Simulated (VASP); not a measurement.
The system is Rh.

```
Rh
1.0
     1.50500    1.50500    1.50500
    -1.50500    1.50500    1.50500
    -1.50500   -1.50500    1.50500
Rh
1
Cartesian
  0.0000 0.0000 0.0000
```

This isn't the form of Rh at room conditions, which is fcc.

| Property | Result |
| --- | --- |
| Program | VASP 6.6.1 |
| Task | relaxation of cell and atoms |
| Functional | PBE |
| Potentials or basis | VASP PAW PBE potentials, release 64 (Rh_pv) |
| Cutoff | 600 eV |
| k mesh | 20 × 20 × 20 |
| Occupations | fermi-dirac, width 0.1 eV |
| Spin | no spin polarisation |

At the start: pressure 16.5 GPa; volume 13.64 Å³/atom.

**Question.** Where does the relaxation end?

**Answer.** Over 4 steps the energy falls by 41.1 meV/atom and the volume is 14.49 Å³/atom (+6.3 %); space group Im-3m (No. 229, to 0.1 Å) before and after.

Step by step:
| step | energy change (eV) | largest force (eV/Å) | pressure (GPa) | volume (Å³) |
| --- | --- | --- | --- | --- |
| 1 | 0.0000 | 0.0000 | 16.46 | 13.64 |
| 2 | 0.1247 | 0.0000 | -21.88 | 16.59 |
| 3 | -0.0411 | 0.0000 | -0.66 | 14.53 |
| 4 | -0.0411 | 0.0000 | -0.09 | 14.49 |

Final structure:
```xyz
1
Lattice="1.5359 1.5359 1.5359 -1.5359 1.5359 1.5359 -1.5359 -1.5359 1.5359" Properties=species:S:1:pos:R:3 pbc="T T T"
Rh    0.0000    0.0000    0.0000
```
